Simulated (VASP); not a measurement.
# Pb (R-3) in VASP: single point with PBE

Aim: the single point of Pb with PBE.

Program: VASP 6.6.1. These are calculated values, not measurements. Logs are shortened: lines on timing, memory, paths and dates and some standing lists are left out, and cuts for length are marked.

### 1 The cell of the first run

The structure is trigonal, space group R-3 (No. 148). The conventional cell has a = 11.030 Å, b = 11.030 Å, c = 5.559 Å, α = 90.00°, β = 90.00°, γ = 120.00°. Within 5.0 Å of Pb (site symmetry 1) lie 18 Pb at 3.40 to 4.92 Å.

### 2 Single point, PBE

Input file INCAR:

```
SYSTEM = Pb
  ALGO = Fast
  EDIFF = 1E-7
  ENCUT = 520
  GGA = PE
  ISIF = 2
  ISMEAR = 0
  LASPH = .True.
  LCHARG = .False.
  LREAL = .False.
  LWAVE = .False.
  NBANDS = 51
  NELM = 80
  PREC = Accurate
  SIGMA = 0.1
```

Input file KPOINTS:

```
k-points
0
Gamma
  6 6 6
  0 0 0
```

Input file POSCAR:

```
Pb
1.0
    5.5147965246      3.1839692580      1.8529304424
   -5.5147965246      3.1839692580      1.8529304424
    0.0000000000     -6.3679385160      1.8529304424
Pb
6
Direct
    0.4345014907      0.2495103152      0.0659147001
    0.0659147001      0.4345014907      0.2495103152
    0.2495103152      0.0659147001      0.4345014907
    0.5654985093      0.7504896848      0.9340852999
    0.9340852999      0.5654985093      0.7504896848
    0.7504896848      0.9340852999      0.5654985093
```

Potentials or basis: VASP PAW PBE potentials, release 64 (Pb_d).

Command:

```bash
> cat potpaw_PBE.64/Pb_d/POTCAR > POTCAR
> mpirun -np 1 vasp_std > vasp.out
```

OUTCAR:

```text
SYSTEM = Pb
   EDIFF = 1E-7
   ENCUT = 520
   GGA = PE
   ISIF = 2
   ISMEAR = 0
   LASPH = .True.
   LREAL = .False.
   NELM = 80
   PREC = Accurate

 ion  position               nearest neighbor table
   1  0.435  0.250  0.066-   3 3.40   2 3.40   5 3.44   6 3.44   5 3.44   6 3.44   3 3.52   2 3.52
                             4 3.61   4 3.63
   2  0.066  0.435  0.250-   1 3.40   3 3.40   4 3.44   6 3.44   4 3.44   6 3.44   3 3.52   1 3.52
                             5 3.61   5 3.63
   3  0.250  0.066  0.435-   1 3.40   2 3.40   5 3.44   4 3.44   5 3.44   4 3.44   1 3.52   2 3.52
                             6 3.61   6 3.63
   4  0.565  0.750  0.934-   6 3.40   5 3.40   2 3.44   3 3.44   2 3.44   3 3.44   6 3.52   5 3.52
                             1 3.61   1 3.63
   5  0.934  0.565  0.750-   4 3.40   6 3.40   1 3.44   3 3.44   1 3.44   3 3.44   6 3.52   4 3.52
                             2 3.61   2 3.63
   6  0.750  0.934  0.565-   4 3.40   5 3.40   2 3.44   1 3.44   2 3.44   1 3.44   4 3.52   5 3.52
                             3 3.61   3 3.63

  LATTYP: Found a trigonal (rhomboedric) cell.
 ALAT       =     6.6320428352
 COS(alpha) =    -0.3829113370

  Lattice vectors:

 A1 = (   5.5147965246,   3.1839692580,   1.8529304424)
 A2 = (  -5.5147965246,   3.1839692580,   1.8529304424)
 A3 = (   0.0000000000,  -6.3679385160,   1.8529304424)

Analysis of symmetry for initial positions (statically):
=====================================================================
 Subroutine PRICEL returns:
 Original cell was already a primitive cell.

 Routine SETGRP: Setting up the symmetry group for a
 trigonal (rhombohedral) supercell.

 Subroutine GETGRP returns: Found  6 space group operations
 (whereof  6 operations were pure point group operations)
 out of a pool of 12 trial point group operations.

The static configuration has the point symmetry S_6 .

Analysis of symmetry for dynamics (positions and initial velocities):
=====================================================================
 Subroutine PRICEL returns:
 Original cell was already a primitive cell.

 Routine SETGRP: Setting up the symmetry group for a
 trigonal (rhombohedral) supercell.

 Subroutine GETGRP returns: Found  6 space group operations
 (whereof  6 operations were pure point group operations)
 out of a pool of 12 trial point group operations.

The dynamic configuration has the point symmetry S_6 .

 Subroutine INISYM returns: Found  6 space group operations
 (whereof  6 operations are pure point group operations),
 and found     1 'primitive' translations

----------------------------------------------------------------------------------------

                                     Primitive cell

  volume of cell :     195.2130

  direct lattice vectors                    reciprocal lattice vectors
     5.514796525  3.183969258  1.852930442     0.090665176  0.052345564  0.179895222
    -5.514796525  3.183969258  1.852930442    -0.090665176  0.052345564  0.179895222
     0.000000000 -6.367938516  1.852930442     0.000000000 -0.104691128  0.179895222

  length of vectors
     6.632042835  6.632042835  6.632042835     0.208140633  0.208140633  0.208140633

  position of ions in fractional coordinates (direct lattice)
     0.434501491  0.249510315  0.065914700
     0.065914700  0.434501491  0.249510315
     0.249510315  0.065914700  0.434501491
     0.565498509  0.750489685  0.934085300
     0.934085300  0.565498509  0.750489685
     0.750489685  0.934085300  0.565498509

  ion indices of the primitive-cell ions
   primitive index   ion index
                 1           1
                 2           2
                 3           3
                 4           4
                 5           5
                 6           6

----------------------------------------------------------------------------------------

 KPOINTS: k-points

Automatic generation of k-mesh.
 Grid dimensions read from file:
 generate k-points for:    6    6    6

 Generating k-lattice:

  Cartesian coordinates                     Fractional coordinates (reciprocal lattice)
     0.015110863  0.008724261  0.029982537     0.166666667  0.000000000 -0.000000000
    -0.015110863  0.008724261  0.029982537     0.000000000  0.166666667 -0.000000000
     0.000000000 -0.017448521  0.029982537    -0.000000000 -0.000000000  0.166666667

  Length of vectors
     0.034690106  0.034690106  0.034690106

  Shift w.r.t. Gamma in fractional coordinates (k-lattice)
     0.000000000  0.000000000  0.000000000

 Subroutine IBZKPT returns following result:
 ===========================================

 Found     40 irreducible k-points:

 Following reciprocal coordinates:
            Coordinates               Weight
  0.000000  0.000000  0.000000      1.000000
  0.166667  0.000000 -0.000000      6.000000
  0.333333  0.000000 -0.000000      6.000000
  0.500000  0.000000  0.000000      3.000000
  0.166667  0.166667 -0.000000      6.000000
  0.333333  0.166667 -0.000000      6.000000
[... 16 lines left out ...]
  0.333333  0.333333  0.166667      6.000000
  0.500000  0.333333  0.166667      6.000000
 [... further k-points ...]
   k-points           NKPTS =     40   k-points in BZ     NKDIM =     40   number of bands    NBANDS=     51
   number of dos      NEDOS =    301   number of ions     NIONS =      6
   total plane-waves  NPLWV = 125000
   dimension x,y,z NGX =    50 NGY =   50 NGZ =   50
   dimension x,y,z NGXF=   100 NGYF=  100 NGZF=  100
   ions per type =               6
   NGX,Y,Z   is equivalent  to a cutoff of  12.53, 12.53, 12.53 a.u.
   NGXF,Y,Z  is equivalent  to a cutoff of  25.07, 25.07, 25.07 a.u.
 SYSTEM =  Pb
   PREC   = accura    normal or accurate (medium, high low for compatibility)
   ISTART =      0    job   : 0-new  1-cont  2-samecut
   ICHARG =      2    charge: 1-file 2-atom 10-const
   ISPIN  =      1    spin polarized calculation?
   LNONCOLLINEAR =      F non collinear calculations
   LSORBIT =      F    spin-orbit coupling
   LASPH  =      T    aspherical Exc in radial PAW
   ENCUT  =  520.0 eV  38.22 Ry    6.18 a.u.  12.33 12.33 12.33*2*pi/ulx,y,z
   NELM   =     80;   NELMIN=  2; NELMDL= -5     # of ELM steps
   EDIFF  = 0.1E-06   stopping-criterion for ELM
   LREAL  =      F    real-space projection
   EDIFFG = 0.1E-05   stopping-criterion for IOM
   NSW    =      0    number of steps for IOM
   IBRION =     -1    ionic relax: 0-MD 1-quasi-New 2-CG
   NFREE  =      0    steps in history (QN), initial steepest desc. (CG)
   ISIF   =      2    stress and relaxation
   ISYM   =      2    0-nonsym 1-usesym 2-fastsym
   POTIM  = 0.5000    time-step for ionic-motion
   TEBEG  =    0.0;   TEEND  =   0.0 temperature during run
   PSTRESS=    0.0 pullay stress
   NELECT =      84.0000    total number of electrons
   NUPDOWN=      -1.0000    fix difference up-down
   EMIN   =  10.00;   EMAX   =-10.00  energy-range for DOS
   EFERMI =   0.00;   METHOD = LEGACY
   ISMEAR =     0;   SIGMA  =   0.10  broadening in eV -4-tet -1-fermi 0-gaus
   EFERMI_NEDOS =   21; number of points for ismear=-14 and -15
   IALGO  =     68    algorithm
   IMIX   =      4    mixing-type and parameters
     AMIX     =   0.40;   BMIX     =  1.00
     AMIX_MAG =   1.60;   BMIX_MAG =  1.00
  volume/ion in A,a.u.               =      32.54       219.56
  Fermi-wavevector in a.u.,A,eV,Ry     =   1.235943  2.335593 20.783640  1.527554
  Thomas-Fermi vector in A             =   2.370572
   LORBIT       =      0    0 simple, 1 ext, 2 COOP (PROOUT), +10 PAW based schemes
   GGA     = PE    functional components
   LHFCALC =     F    Hartree Fock is set to
   AEXX    =    0.0000 exact exchange contribution
   IVDW    =     0    specifies the selected vdW correction
   LEPSILON=     F    determine dielectric tensor
   LRPA    =     F    only Hartree local field effects (RPA)
 non-spin polarized calculation
 RMM-DIIS sequential band-by-band and
 Gauss-broadening in eV      SIGMA  =   0.10
  energy-cutoff  :      520.00
  volume of cell :      195.21
 maximum number of plane-waves:      5279
 NGX is ok and might be reduce to    50
   NGX = 25   NGY = 25   NGZ = 25

 number of electron      84.0000003 magnetization

 Free energy of the ion-electron system (eV)
  ---------------------------------------------------
  ext. energy  EPLUGINS =         0.00000000
  ---------------------------------------------------
  free energy    TOTEN  =       -21.03706937 eV

  energy without entropy =      -21.01877501  energy(sigma->0) =      -21.02792219

 E-fermi :   6.4484     XC(G=0):  -9.8218

 val. band max:        6.4421993795   @ k =  -0.3333   0.5000   0.3333
 cond. band min:       6.4616033126   @ k =   0.5000   0.5000   0.1667
 fundamental gap:      0.0194039331
 Fermi energy:         6.4484213090

 k-point     1 :       0.0000    0.0000    0.0000
  band No.  band energies     occupation
      1     -10.6577      2.00000
      2     -10.6229      2.00000
      3     -10.6229      2.00000
      4     -10.5906      2.00000
      5     -10.5724      2.00000
      6     -10.5724      2.00000
[... 43 lines left out ...]
     50      11.9538      0.00000
     51      12.5163      0.00000

 k-point     2 :       0.1667    0.0000   -0.0000
  band No.  band energies     occupation
      1     -10.6343      2.00000
      2     -10.6240      2.00000
      3     -10.6213      2.00000
      4     -10.5997      2.00000
      5     -10.5911      2.00000
      6     -10.5804      2.00000
[... 43 lines left out ...]
     50      11.1638      0.00000
     51      11.1793      0.00000

 k-point     3 :       0.3333    0.0000   -0.0000
  band No.  band energies     occupation
      1     -10.6266      2.00000
      2     -10.6243      2.00000
      3     -10.6198      2.00000
      4     -10.5946      2.00000
      5     -10.5813      2.00000
      6     -10.5784      2.00000
[... 43 lines left out ...]
     50      10.4563      0.00000
     51      11.5613      0.00000
[... 1027 lines left out ...]
 k-point    23 :       0.3333    0.3333    0.1667
  band No.  band energies     occupation
      1     -10.6465      2.00000
      2     -10.6317      2.00000
      3     -10.6235      2.00000
      4     -10.6063      2.00000
      5     -10.6018      2.00000
      6     -10.5939      2.00000
[... 43 lines left out ...]
     50      10.1469      0.00000
     51      10.7333      0.00000

 k-point    24 :       0.5000    0.3333    0.1667
  band No.  band energies     occupation
      1     -10.6635      2.00000
      2     -10.6306      2.00000
      3     -10.6273      2.00000
      4     -10.5979      2.00000
      5     -10.5949      2.00000
      6     -10.5840      2.00000
[... 43 lines left out ...]
     50       9.6050      0.00000
     51      10.0994      0.00000

 [... further k-points ...]

------------------------ aborting loop because EDIFF is reached ----------------------------------------

  FORCE on cell =-STRESS in cart. coord.  units (eV):
  Direction    XX          YY          ZZ          XY          YZ          ZX
  --------------------------------------------------------------------------------------
  -------------------------------------------------------------------------------------
  Total       -0.1568048     -0.1568048      0.0717982     -0.0000001      0.0000000      0.0000000
  in kB       -1.2869490     -1.2869490      0.5892715     -0.0000007      0.0000000      0.0000000
  external PRESSURE =      -0.6615422 kB  Pullay stress =       0.0000000 kB

 VOLUME and BASIS-vectors are now :
 -----------------------------------------------------------------------------
  energy-cutoff  :      520.00
  volume of cell :      195.21
      direct lattice vectors                 reciprocal lattice vectors
     5.514796525  3.183969258  1.852930442     0.090665176  0.052345564  0.179895222
    -5.514796525  3.183969258  1.852930442    -0.090665176  0.052345564  0.179895222
     0.000000000 -6.367938516  1.852930442     0.000000000 -0.104691128  0.179895222

 POSITION                                       TOTAL-FORCE (eV/Angst)
 -----------------------------------------------------------------------------------
      1.02019      1.75813      1.38956        -0.005173     -0.003937      0.000590
     -2.03268      0.00444      1.38956         0.005996     -0.002512      0.000590
      1.01249     -1.76258      1.38956        -0.000823      0.006449      0.000590
     -1.02019     -1.75813      4.16923         0.005173      0.003937     -0.000590
      2.03268     -0.00444      4.16923        -0.005996      0.002512     -0.000590
     -1.01249      1.76258      4.16923         0.000823     -0.006449     -0.000590
 -----------------------------------------------------------------------------------
    total drift:                               -0.000000     -0.000000      0.000000

  FREE ENERGIE OF THE ION-ELECTRON SYSTEM (eV)
  ---------------------------------------------------
  free  energy   TOTEN  =       -21.0370693663 eV

  energy  without entropy=      -21.0187750105  energy(sigma->0) =      -21.02792219
```

Run time: 7.6 min. Hardware: 1 thread of Intel Xeon 6975P-C (Granite Rapids), shared host; peak memory 0.5 GiB.

Results:

```
Free energy            : -21.0371 eV
Pressure               : -0.1 GPa
Largest force          : 0.007 eV/Å
Band gap on the k mesh : zero (bands 42 and 43 overlap by 2.42 eV)
```

Forces in eV/Å, atoms in the order of the input:
```
Pb  -0.005 -0.004  0.001
Pb   0.006 -0.003  0.001
Pb  -0.001  0.006  0.001
Pb   0.005  0.004 -0.001
Pb  -0.006  0.003 -0.001
Pb   0.001 -0.006 -0.001
```

Levels at points of the mesh, in eV from the Fermi level:
```
           k point  band 38  band 39  band 40  band 41  band 42  band 43  band 44  band 45  band 46  band 47
(0.00, 0.00, 0.00)    -2.19    -2.19    -2.11    -1.92    -1.88    -1.88     1.95     1.95     2.14     2.14
(0.50, 0.00, 0.00)    -3.12    -2.21    -2.20    -0.22    -0.22     0.51     0.51     2.07     2.07     3.67
(0.50, 0.50, 0.00)    -2.10    -1.38    -1.12    -0.54    -0.27     0.75     0.87     1.04     1.22     1.61
(0.50, 0.50, 0.50)    -1.56    -1.55    -1.55    -0.39    -0.35     0.57     0.59     2.69     2.69     2.70
```

Caveat: spin-orbit coupling is left out, which moves the levels of the heavy elements.
